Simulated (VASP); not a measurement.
# AlN (Fm-3m) in VASP: further runs, part 2 of 2

VASP 6.6.1. The steps go on from the part before.

## Step 3: Single point, PBE+D3(BJ)

The COD entry that gives the cell may itself be a prediction, so a difference from it is no test against experiment.

This run uses another cell than the first one, of 7.06 Å³/atom, 1.028 times its volume.

Contents of INCAR:

```
SYSTEM = AlN
  ALGO = Normal
  EDIFF = 1E-7
  ENCUT = 520
  GGA = PE
  ISIF = 2
  ISMEAR = 0
  IVDW = 12
  LASPH = .TRUE.
  LCHARG = .FALSE.
  LREAL = .FALSE.
  LWAVE = .FALSE.
  NBANDS = 11
  NELM = 60
  PREC = Accurate
  SIGMA = 0.01
```

Contents of KPOINTS:

```
k-points
0
G
  8 8 8
  0 0 0
```

Contents of POSCAR:

```
AlN
1.0
    0.0000000000      1.9184903854      1.9184903854
    1.9184903854      0.0000000000      1.9184903854
    1.9184903854      1.9184903854      0.0000000000
Al N
1 1
Direct
    0.0000000000      0.0000000000      0.0000000000
    0.5000000000      0.5000000000      0.5000000000
```

Potentials or basis: VASP PAW PBE potentials, release 64 (Al, N).

On the command line:

```console
$ cat potpaw_PBE.64/Al/POTCAR potpaw_PBE.64/N/POTCAR > POTCAR
$ mpirun -np 1 vasp_std > vasp.out
```

OUTCAR:

```text
SYSTEM = AlN
   EDIFF = 1E-7
   ENCUT = 520
   GGA = PE
   ISIF = 2
   ISMEAR = 0
   IVDW = 12
   LASPH = .TRUE.
   LREAL = .FALSE.
   NELM = 60
   PREC = Accurate
 IVDW          = 12

 ion  position               nearest neighbor table
   1  0.000  0.000  0.000-   2 1.92   2 1.92   2 1.92   2 1.92   2 1.92   2 1.92
   2  0.500  0.500  0.500-   1 1.92   1 1.92   1 1.92   1 1.92   1 1.92   1 1.92

  LATTYP: Found a face centered cubic cell.
 ALAT       =     3.8369807708

  Lattice vectors:

 A1 = (   0.0000000000,   1.9184903854,   1.9184903854)
 A2 = (   1.9184903854,   0.0000000000,   1.9184903854)
 A3 = (   1.9184903854,   1.9184903854,   0.0000000000)

Analysis of symmetry for initial positions (statically):
=====================================================================
 Subroutine PRICEL returns:
 Original cell was already a primitive cell.

 Routine SETGRP: Setting up the symmetry group for a
 face centered cubic supercell.

 Subroutine GETGRP returns: Found 48 space group operations
 (whereof 48 operations were pure point group operations)
 out of a pool of 48 trial point group operations.

The static configuration has the point symmetry O_h .

Analysis of symmetry for dynamics (positions and initial velocities):
[... 173 lines left out ...]
      6      24.8012      0.00000
      7      24.8012      0.00000
      8      24.8012      0.00000
      9      30.3886      0.00000
     10      31.1121      0.00000
     11      31.1121      0.00000
[... 309 lines left out ...]
 k-point    24 :      -0.3750    0.2500    0.1250
  band No.  band energies     occupation
      1      -2.3998      2.00000
      2       3.7311      2.00000
      3       7.8403      2.00000
      4       9.7787      2.00000
      5      21.6818      0.00000
      6      22.0761      0.00000
      7      26.1216      0.00000
      8      26.6389      0.00000
      9      32.1240      0.00000
     10      33.5010      0.00000
     11      36.7487      0.00000

 [... further k-points ...]

------------------------ aborting loop because EDIFF is reached ----------------------------------------

 Edisp (eV)   -0.79974

 E8    (eV) :    -0.3127

  FORCE on cell =-STRESS in cart. coord.  units (eV):
  Direction    XX          YY          ZZ          XY          YZ          ZX
  --------------------------------------------------------------------------------------
  -------------------------------------------------------------------------------------
  Total       4.72517     4.72517     4.72517     0.00000    -0.00000     0.00000
  in kB     536.06691   536.06691   536.06691     0.00000    -0.00000     0.00000
  external pressure =      536.07 kB  Pullay stress =        0.00 kB

 VOLUME and BASIS-vectors are now :
 -----------------------------------------------------------------------------
  energy-cutoff  :      520.00
  volume of cell :       14.12
      direct lattice vectors                 reciprocal lattice vectors
     0.000000000  1.918490385  1.918490385    -0.260621582  0.260621582  0.260621582
     1.918490385  0.000000000  1.918490385     0.260621582 -0.260621582  0.260621582
     1.918490385  1.918490385  0.000000000     0.260621582  0.260621582 -0.260621582

 POSITION                                       TOTAL-FORCE (eV/Angst)
 -----------------------------------------------------------------------------------
      0.00000      0.00000      0.00000         0.000000     -0.000000      0.000000
      1.91849      1.91849      1.91849        -0.000000      0.000000     -0.000000
 -----------------------------------------------------------------------------------
    total drift:                                0.000000      0.000000      0.000000

  FREE ENERGIE OF THE ION-ELECTRON SYSTEM (eV)
  ---------------------------------------------------
  free  energy   TOTEN  =       -14.8806638608 eV

  energy  without entropy=      -14.8806638608  energy(sigma->0) =      -14.88066386
```

Run time: 8.5 s. Hardware: 1 thread of Intel Xeon Platinum 8259CL at 2.50GHz (Skylake/Cascade Lake), shared host; peak memory 0.13 GiB.

What came out:

| Property | Result |
| --- | --- |
| Free energy | -14.8807 eV |
| Pressure | 53.6 GPa |
| Band gap on the k mesh | 4.98 eV, indirect (least direct gap 8.13 eV) |
| Dispersion energy per atom | -0.400 eV |

## Step 4: Single point, PBE+D3(BJ)

This run uses another cell than the first one, of 7.25 Å³/atom, 1.056 times its volume.

Contents of INCAR:

```
SYSTEM = AlN
PREC = Accurate
ENCUT = 520
EDIFF = 1E-6
ISMEAR = 0
SIGMA = 0.01
LREAL = .False.
LASPH = .True.
NELM = 80
ALGO = Normal
ISIF = 2
LWAVE = .False.
LCHARG = .True.
GGA = PE
IVDW = 12
LELF = .True.
LVHAR = .True.
NBANDS = 11
```

Contents of KPOINTS:

```
Automatic mesh
0
Gamma
  8 8 8
  0 0 0
```

Contents of POSCAR:

```
AlN
1.0
    0.0000000000      1.9356206702      1.9356206702
    1.9356206702      0.0000000000      1.9356206702
    1.9356206702      1.9356206702      0.0000000000
Al N
1 1
Direct
    0.0000000000      0.0000000000      0.0000000000
    0.5000000000      0.5000000000      0.5000000000
```

On the command line:

```console
$ cat potpaw_PBE.64/Al/POTCAR potpaw_PBE.64/N/POTCAR > POTCAR
$ mpirun -np 1 vasp_std > vasp.out
```

Wall time 5.3 s (1 thread of Intel Xeon Platinum 8259CL at 2.50GHz (Skylake/Cascade Lake), shared host); peak memory 0.13 GiB.

Results (log left out):

| Item | Value |
| --- | --- |
| Free energy | -14.9944 eV |
| Pressure | 41.8 GPa |
| Band gap on the k mesh | 5.05 eV, indirect (least direct gap 7.69 eV) |
| Dispersion energy per atom | -0.389 eV |

Levels at points of the mesh, in eV from the valence-band top:
| k point | band 1 | band 2 | band 3 | band 4 | band 5 | band 6 | band 7 | band 8 |
| --- | --- | --- | --- | --- | --- | --- | --- | --- |
| (0.00, 0.00, 0.00) | -18.80 | 0.00 | 0.00 | 0.00 | 7.69 | 12.58 | 12.58 | 12.58 |
| (0.50, 0.00, 0.00) | -14.99 | -9.18 | -1.34 | -1.34 | 6.99 | 12.10 | 12.10 | 15.26 |
| (0.50, 0.50, 0.00) | -13.82 | -8.30 | -3.15 | -3.15 | 5.05 | 5.94 | 15.72 | 19.42 |

A k mesh can miss the band edges.

## Step 5: Overview

| cell | gap on the mesh (eV) | pressure (GPa) |
| --- | --- | --- |
| a = 2.688 Å, angles 60.0°, 2 atoms | 4.91 | 66.9 |
| a = 2.713 Å, angles 60.0°, 2 atoms | 4.98 | 53.6 |
| a = 2.737 Å, angles 60.0°, 2 atoms | 5.05 | 41.8 |

Alike in all rows: task single point; level PBE+D3(BJ); potentials or basis VASP PAW PBE potentials, release 64 (Al, N); no spin polarisation; k mesh 8 × 8 × 8; cutoff (eV) 520; smearing gaussian 0.01 eV.

Absolute energies hang on the potentials; compare differences alone.
